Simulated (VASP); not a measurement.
# H in VASP: further runs

The runs below take H through single point, with PBE.

All numbers are computed with VASP 6.6.1; they aren't measurements. Logs are shortened: lines on timing, memory, paths and dates and some standing lists are left out, and cuts for length are marked.

### 1 The cell of the first run

The cell holds an amorphous packing of atoms, 24 atoms: a = 6.604 Å, b = 6.604 Å, c = 6.604 Å, α = 90.00°, β = 90.00°, γ = 90.00°.

### 2 Single point, PBE

File INCAR:

```
PREC = Accurate
ENCUT = 520
EDIFF = 1E-7
ISMEAR = -1
SIGMA = 0.02
LREAL = Auto
LASPH = True
NELM = 100
ALGO = Normal
ISIF = 2
LWAVE = False
LCHARG = False
GGA = PE
NBANDS = 30
```

File KPOINTS:

```
regular mesh
0
Gamma
  1 1 1
```

File POSCAR:

```
H
1.0
    6.6038540000      0.0000000000      0.0000000000
    0.0000000000      6.6038540000      0.0000000000
    0.0000000000      0.0000000000      6.6038540000
H
24
Direct
    0.8865429187      0.7303462493      0.7876006950
    0.7898569532      0.6797848650      0.8388283569
    0.2427976148      0.7699291959      0.9643005433
    0.1890411266      0.7579513417      1.0666498684
    1.0039894886      0.5028881620      0.5595520434
    1.0942852462      0.4353669842      0.5669416677
    0.9470227537      0.1820754971      0.8259722277
    0.9662085201      0.0813312953      0.8909191512
    0.3797630899      1.0636061912      0.1956736173
    0.4713156893      0.9956155905      0.1872997192
    0.4200728847      0.3983885773     -0.0278019472
    0.3778096851      0.2978563730     -0.0313604753
    0.4832784008      0.5474076199      0.6927621356
    0.4704828423      0.6554203046      0.6432153103
    0.1608151846      0.4133495380      0.1515781542
    0.0534233495      0.3550956759      0.1536678431
    0.5220285003      1.1021594360      0.7378267297
    0.6083871630      1.0361373828      0.7559070809
    0.7090253661      0.8768213228      0.3175872756
    0.7715797472      0.7789693715      0.2948581238
    1.0022783665      0.0331170253      0.5015253214
    1.0068363110      0.0358427064      0.3926646470
    0.5164711394      0.3698446392      0.4691048591
    0.4732236661      0.2517772198      0.4826575512
```

Potentials or basis: VASP PAW PBE potentials, release 64 (H).

Launch:

```console
$ cat potpaw_PBE.64/H/POTCAR > POTCAR
$ mpirun -np 1 vasp_gam > vasp.out
```

OUTCAR:

```text
PREC = Accurate
   ENCUT = 520
   EDIFF = 1E-7
   ISMEAR = -1
   LREAL = Auto
   LASPH = True
   NELM = 100
   ISIF = 2
   GGA = PE

 ion  position               nearest neighbor table
   1  0.887  0.730  0.788-   2 0.80
   2  0.790  0.680  0.839-   1 0.80
   3  0.243  0.770  0.964-   4 0.77
   4  0.189  0.758  0.067-   3 0.77
   5  0.004  0.503  0.560-   6 0.75
   6  0.094  0.435  0.567-   5 0.75
[... 16 lines left out ...]
  23  0.516  0.370  0.469-  24 0.84
  24  0.473  0.252  0.483-  23 0.84

  LATTYP: Found a simple cubic cell.
 ALAT       =     6.6038540000

  Lattice vectors:

 A1 = (   6.6038540000,   0.0000000000,   0.0000000000)
 A2 = (   0.0000000000,   6.6038540000,   0.0000000000)
 A3 = (   0.0000000000,   0.0000000000,   6.6038540000)

Analysis of symmetry for initial positions (statically):
=====================================================================
 Subroutine PRICEL returns:
 Original cell was already a primitive cell.

 Routine SETGRP: Setting up the symmetry group for a
 simple cubic supercell.

 Subroutine GETGRP returns: Found  1 space group operations
 (whereof  1 operations were pure point group operations)
 out of a pool of 48 trial point group operations.

The static configuration has the point symmetry C_1 .

Analysis of symmetry for dynamics (positions and initial velocities):
=====================================================================
 Subroutine PRICEL returns:
 Original cell was already a primitive cell.

 Routine SETGRP: Setting up the symmetry group for a
 simple cubic supercell.

 Subroutine GETGRP returns: Found  1 space group operations
 (whereof  1 operations were pure point group operations)
 out of a pool of 48 trial point group operations.

The dynamic configuration has the point symmetry C_1 .

 Subroutine INISYM returns: Found  1 space group operations
 (whereof  1 operations are pure point group operations),
 and found     1 'primitive' translations

----------------------------------------------------------------------------------------

                                     Primitive cell

  volume of cell :     287.9999

  direct lattice vectors                    reciprocal lattice vectors
     6.603854000  0.000000000  0.000000000     0.151426727  0.000000000  0.000000000
     0.000000000  6.603854000  0.000000000     0.000000000  0.151426727  0.000000000
     0.000000000  0.000000000  6.603854000     0.000000000  0.000000000  0.151426727

  length of vectors
     6.603854000  6.603854000  6.603854000     0.151426727  0.151426727  0.151426727

  position of ions in fractional coordinates (direct lattice)
     0.886542919  0.730346249  0.787600695
     0.789856953  0.679784865  0.838828357
     0.242797615  0.769929196  0.964300543
     0.189041127  0.757951342  0.066649868
     0.003989489  0.502888162  0.559552043
     0.094285246  0.435366984  0.566941668
[... 16 lines left out ...]
     0.516471139  0.369844639  0.469104859
     0.473223666  0.251777220  0.482657551

  ion indices of the primitive-cell ions
   primitive index   ion index
                 1           1
                 2           2
                 3           3
                 4           4
                 5           5
                 6           6
[... 16 lines left out ...]
                23          23
                24          24

----------------------------------------------------------------------------------------

 KPOINTS: regular mesh

Automatic generation of k-mesh.
 Grid dimensions read from file:
 generate k-points for:    1    1    1

 Generating k-lattice:

  Cartesian coordinates                     Fractional coordinates (reciprocal lattice)
     0.151426727  0.000000000  0.000000000     1.000000000  0.000000000  0.000000000
     0.000000000  0.151426727  0.000000000     0.000000000  1.000000000  0.000000000
     0.000000000  0.000000000  0.151426727     0.000000000  0.000000000  1.000000000

  Length of vectors
     0.151426727  0.151426727  0.151426727

  Shift w.r.t. Gamma in fractional coordinates (k-lattice)
     0.000000000  0.000000000  0.000000000

 Subroutine IBZKPT returns following result:
 ===========================================

 Found      1 irreducible k-points:

 Following reciprocal coordinates:
            Coordinates               Weight
  0.000000  0.000000  0.000000      1.000000
   k-points           NKPTS =      1   k-points in BZ     NKDIM =      1   number of bands    NBANDS=     30
   number of dos      NEDOS =    301   number of ions     NIONS =     24
   total plane-waves  NPLWV = 125000
   dimension x,y,z NGX =    50 NGY =   50 NGZ =   50
   dimension x,y,z NGXF=   100 NGYF=  100 NGZF=  100
   ions per type =              24
   NGX,Y,Z   is equivalent  to a cutoff of  12.59, 12.59, 12.59 a.u.
   NGXF,Y,Z  is equivalent  to a cutoff of  25.17, 25.17, 25.17 a.u.
 SYSTEM =  unknown system
   PREC   = accura    normal or accurate (medium, high low for compatibility)
   ISTART =      0    job   : 0-new  1-cont  2-samecut
   ICHARG =      2    charge: 1-file 2-atom 10-const
   ISPIN  =      1    spin polarized calculation?
   LNONCOLLINEAR =      F non collinear calculations
   LSORBIT =      F    spin-orbit coupling
   LASPH  =      T    aspherical Exc in radial PAW
   ENCUT  =  520.0 eV  38.22 Ry    6.18 a.u.  12.28 12.28 12.28*2*pi/ulx,y,z
   NELM   =    100;   NELMIN=  2; NELMDL= -5     # of ELM steps
   EDIFF  = 0.1E-06   stopping-criterion for ELM
   LREAL  =      T    real-space projection
   EDIFFG = 0.1E-05   stopping-criterion for IOM
   NSW    =      0    number of steps for IOM
   IBRION =     -1    ionic relax: 0-MD 1-quasi-New 2-CG
   NFREE  =      0    steps in history (QN), initial steepest desc. (CG)
   ISIF   =      2    stress and relaxation
   ISYM   =      2    0-nonsym 1-usesym 2-fastsym
   POTIM  = 0.5000    time-step for ionic-motion
   TEBEG  =    0.0;   TEEND  =   0.0 temperature during run
   PSTRESS=    0.0 pullay stress
   NELECT =      24.0000    total number of electrons
   NUPDOWN=      -1.0000    fix difference up-down
   EMIN   =  10.00;   EMAX   =-10.00  energy-range for DOS
   EFERMI =   0.00;   METHOD = LEGACY
   ISMEAR =    -1;   SIGMA  =   0.02  broadening in eV -4-tet -1-fermi 0-gaus
   EFERMI_NEDOS =   21; number of points for ismear=-14 and -15
   IALGO  =     38    algorithm
   IMIX   =      4    mixing-type and parameters
     AMIX     =   0.40;   BMIX     =  1.00
     AMIX_MAG =   1.60;   BMIX_MAG =  1.00
  volume/ion in A,a.u.               =      12.00        80.98
  Fermi-wavevector in a.u.,A,eV,Ry     =   0.715069  1.351284  6.956976  0.511323
  Thomas-Fermi vector in A             =   1.803133
   LORBIT       =      0    0 simple, 1 ext, 2 COOP (PROOUT), +10 PAW based schemes
   GGA     = PE    functional components
   LHFCALC =     F    Hartree Fock is set to
   AEXX    =    0.0000 exact exchange contribution
   IVDW    =     0    specifies the selected vdW correction
   LEPSILON=     F    determine dielectric tensor
   LRPA    =     F    only Hartree local field effects (RPA)
 non-spin polarized calculation
  energy-cutoff  :      520.00
  volume of cell :      288.00
 maximum number of plane-waves:      3905
 NGX is ok and might be reduce to    50
   NGX = 25   NGY = 25   NGZ = 25

 number of electron      24.0000000 magnetization

 Free energy of the ion-electron system (eV)
  ---------------------------------------------------
  ext. energy  EPLUGINS =         0.00000000
  ---------------------------------------------------
  free energy    TOTEN  =       -80.39371041 eV

  energy without entropy =      -80.39371041  energy(sigma->0) =      -80.39371041

 E-fermi :  -7.0358     XC(G=0):  -5.2165

 val. band max:       -7.5162562155   @ k =   0.0000   0.0000   0.0000
 cond. band min:       0.4314378019   @ k =   0.0000   0.0000   0.0000
 fundamental gap:      7.9476940174
 Fermi energy:        -7.0357625030

 k-point     1 :       0.0000    0.0000    0.0000
  band No.  band energies     occupation
      1     -10.7946      2.00000
      2      -9.6610      2.00000
      3      -9.4852      2.00000
      4      -9.3563      2.00000
      5      -9.1090      2.00000
      6      -8.9586      2.00000
[... 16 lines left out ...]
     23       3.5310      0.00000
     24       3.8739      0.00000
 [bands above 24 left out]

------------------------ aborting loop because EDIFF is reached ----------------------------------------

  FORCE on cell =-STRESS in cart. coord.  units (eV):
  Direction    XX          YY          ZZ          XY          YZ          ZX
  --------------------------------------------------------------------------------------
  -------------------------------------------------------------------------------------
  Total       -0.0380890     -1.4435019      1.5754058     -0.8459184      1.7874286      0.6732989
  in kB       -0.2118937     -8.0303700      8.7641670     -4.7059429      9.9436744      3.7456407
  external PRESSURE =       0.1739678 kB  Pullay stress =       0.0000000 kB

 VOLUME and BASIS-vectors are now :
 -----------------------------------------------------------------------------
  energy-cutoff  :      520.00
  volume of cell :      288.00
      direct lattice vectors                 reciprocal lattice vectors
     6.603854000  0.000000000  0.000000000     0.151426727  0.000000000  0.000000000
     0.000000000  6.603854000  0.000000000     0.000000000  0.151426727  0.000000000
     0.000000000  0.000000000  6.603854000     0.000000000  0.000000000  0.151426727

 POSITION                                       TOTAL-FORCE (eV/Angst)
 -----------------------------------------------------------------------------------
      5.85460      4.82310      5.20120        -1.167177     -0.621589      0.660570
      5.21610      4.48920      5.53950         1.165418      0.637957     -0.616622
      1.60340      5.08450      6.36810        -0.301536     -0.082862      0.530569
      1.24840      5.00540      0.44015         0.263096      0.038403     -0.578179
      0.02635      3.32100      3.69520        -0.033372      0.028319      0.023667
      0.62265      2.87510      3.74400         0.049583     -0.026566     -0.001383
[... 16 lines left out ...]
      3.41070      2.44240      3.09790        -0.823671     -2.254124      0.143312
      3.12510      1.66270      3.18740         0.835083      2.155392     -0.394193
 -----------------------------------------------------------------------------------
    total drift:                                0.000661     -0.000130      0.000221

  FREE ENERGIE OF THE ION-ELECTRON SYSTEM (eV)
  ---------------------------------------------------
  free  energy   TOTEN  =       -80.3937104115 eV

  energy  without entropy=      -80.3937104114  energy(sigma->0) =      -80.39371041
```

Run time: 21 s. Hardware: 1 thread of AMD EPYC 7R43 (Zen 3), shared host; peak memory 0.28 GiB.

What came out:

* Free energy: -80.3937 eV
* Pressure: 0.0 GPa
* Largest force: 2.404 eV/Å
* Band gap on the k mesh: 7.95 eV

Forces in eV/Å, atoms in the order of the input:
```
H   -1.167 -0.622  0.661
H    1.165  0.638 -0.617
H   -0.302 -0.083  0.531
H    0.263  0.038 -0.578
H   -0.033  0.028  0.024
H    0.050 -0.027 -0.001
H    0.286 -1.299  0.878
H   -0.225  1.328 -0.834
H    0.177 -0.123  0.031
H   -0.232  0.144  0.003
H    0.487  0.957 -0.049
H   -0.258 -0.894 -0.101
H   -0.187  1.316 -0.497
H    0.130 -0.992  0.588
H   -1.693 -0.834  0.128
H    1.418  0.845  0.061
H   -0.568  0.349 -0.103
H    0.555 -0.562  0.141
H    0.533 -0.941 -0.212
H   -0.578  0.764  0.161
H    0.035  0.006  1.049
H    0.133  0.058 -1.010
H   -0.824 -2.254  0.143
H    0.835  2.155 -0.394
```

Caveat: the k points lie up to 0.95 Å⁻¹ apart.

[end of part 1 of 2]
